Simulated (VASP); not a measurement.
Set up this calculation in VASP 6.6.1, as the native input.

* Task: single point
* Functional: PBE
* Potentials or basis: VASP PAW PBE potentials, release 64 (Sr_sv, S, O)
* Cutoff: 520 eV
* k mesh: 4 × 4 × 3
* Occupations: fermi-dirac, width 0.05 eV
* Spin: no spin polarisation
* Dipole correction: no
* k mesh for the DOS: 6 × 6 × 5
* Occupations for the DOS: tetrahedron
* Further INCAR settings: ALGO = Normal; EDIFF = 1e-07; NBANDS = 24

The system is Sr2SO.

```xyz
4
Lattice="4.0432 0.0000 0.0000 0.0000 4.0432 0.0000 0.0000 0.0000 5.7180" Properties=species:S:1:pos:R:3 pbc="T T T"
Sr    2.0216    2.0216    2.8590
Sr    0.0000    0.0000    0.0000
S     0.0000    0.0000    2.8590
O     2.0216    2.0216    0.0000
```

These files were run (other wordings do the same):

POSCAR

```
Sr2SO
1.0
    4.0432370000      0.0000000000      0.0000000000
    0.0000000000      4.0432370000      0.0000000000
    0.0000000000      0.0000000000      5.7180000000
Sr S O
2 1 1
Direct
    0.5000000000      0.5000000000      0.5000000000
    0.0000000000      0.0000000000      0.0000000000
    0.0000000000      0.0000000000      0.5000000000
    0.5000000000      0.5000000000      0.0000000000
```

INCAR.step1

```
SYSTEM = Sr2SO
PREC = Accurate ; ENCUT = 520
EDIFF = 1E-7 ; ISMEAR = -1
SIGMA = 0.05 ; LREAL = .False.
LASPH = .True. ; NELM = 80
ALGO = Normal ; ISIF = 2
LWAVE = .False. ; LCHARG = .True.
GGA = PE ; NBANDS = 24
```

KPOINTS.step1

```
regular mesh
0
Gamma
  4 4 3
  0 0 0
```

INCAR.step2

```
SYSTEM = Sr2SO
PREC = Accurate ; ENCUT = 520
EDIFF = 1E-7 ; ISMEAR = -5
SIGMA = 0.05 ; LREAL = .False.
LASPH = .True. ; NELM = 80
ALGO = Normal ; ISIF = 2
LWAVE = .False. ; LCHARG = .False.
GGA = PE ; LORBIT = 11
NBANDS = 24 ; NEDOS = 2001
ICHARG = 11
```

KPOINTS.step2

```
regular mesh
0
Gamma
  6 6 5
  0 0 0
```

Potentials or basis: VASP PAW PBE potentials, release 64 (Sr_sv, S, O).

Launch:

```sh
$ cat potpaw_PBE.64/Sr_sv/POTCAR potpaw_PBE.64/S/POTCAR potpaw_PBE.64/O/POTCAR > POTCAR
$ cp INCAR.step1 INCAR
$ cp KPOINTS.step1 KPOINTS
$ mpirun -np 1 vasp_std > vasp.out
$ cp INCAR.step2 INCAR
$ cp KPOINTS.step2 KPOINTS
$ mpirun -np 1 vasp_std > vasp.out
```

Results of the run:

The valence electrons inside the program's atomic spheres are Sr 8.05, 7.98; S 3.84; O 4.86.

Wall time 2.2 min on 1 thread of AMD EPYC 7R13, on a shared host, peak memory 0.19 GiB.
